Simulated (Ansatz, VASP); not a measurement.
# LiF in VASP and in Ansatz

```
Li F
1.0
     0.00000    2.00549    2.00549
     2.00549    0.00000    2.00549
     2.00549    2.00549    0.00000
Li F
1 1
Direct
  0.00000 0.00000 0.00000
  0.50000 0.50000 0.50000
```

Alike in both runs: functional HSE06; k mesh 6 × 6 × 6; occupations gaussian, width 0.02 eV; no spin polarisation.

Ansatz relaxed the structure, and its values are those at the end. VASP's run is a single point on that final structure, the one shown.

|  | VASP | Ansatz |
| --- | --- | --- |
| version | VASP 6.6.1 | Ansatz 0.2.0 |
| potentials or method | VASP PAW PBE potentials, release 64 (Li_sv, F), cutoff 520 eV | scalar-relativistic, plane waves, PAW |
| valence electrons in the cell | 10 | 10 |

|  | VASP | Ansatz | Ansatz less VASP |
| --- | --- | --- | --- |
| gap on the k mesh at the Fermi level (eV) | 11.51 | 11.52 | +0.007 |
| least direct gap on the mesh (eV) | 11.51 | 11.52 | +0.007 |

The k mesh is coarse, so the values compare programs but aren't converged. Noted on VASP's run: the cutoff is under 1.25 times that of the potentials, so the pressure is a little rough.
